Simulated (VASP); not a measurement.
A run of VASP 6.6.1:

The input INCAR:

```
SYSTEM = YS
PREC = Accurate
ENCUT = 600
EDIFF = 1E-6
ISMEAR = 1
SIGMA = 0.05
LREAL = .False.
LASPH = .True.
NELM = 60
ALGO = Normal
ISIF = 3
LWAVE = .False.
LCHARG = .False.
GGA = CA
IBRION = 2
NSW = 80
EDIFFG = -0.01
PSTRESS = 200.0
```

The input KPOINTS:

```
Automatic mesh
0
Gamma
  8 8 8
  0 0 0
```

POSCAR

```
YS
1.0
    3.8801070000      0.0000000000      0.0000000000
    1.9400535000      3.3602712314      0.0000000000
    1.9400535000      1.1200904105      3.1680940991
Y S
1 1
Direct
    0.5000000000      0.5000000000      0.5000000000
    0.0000000000      0.0000000000      0.0000000000
```

Potentials or basis: VASP PAW LDA potentials, release 64 (Y_sv, S).

The run is started by

```console
$ cat potpaw_LDA.64/Y_sv/POTCAR potpaw_LDA.64/S/POTCAR > POTCAR
$ mpirun -np 1 vasp_std > vasp.out
```

Hardware: 1 thread of Intel Xeon 8259CL, on a shared host.

Problem. How long does it take, and how much memory?

Solution. Run time: 79 s on 1 thread of Intel Xeon 8259CL (shared host), peak memory 0.2 GiB. Counts: scf iterations 53, k points 29, ion steps 5.
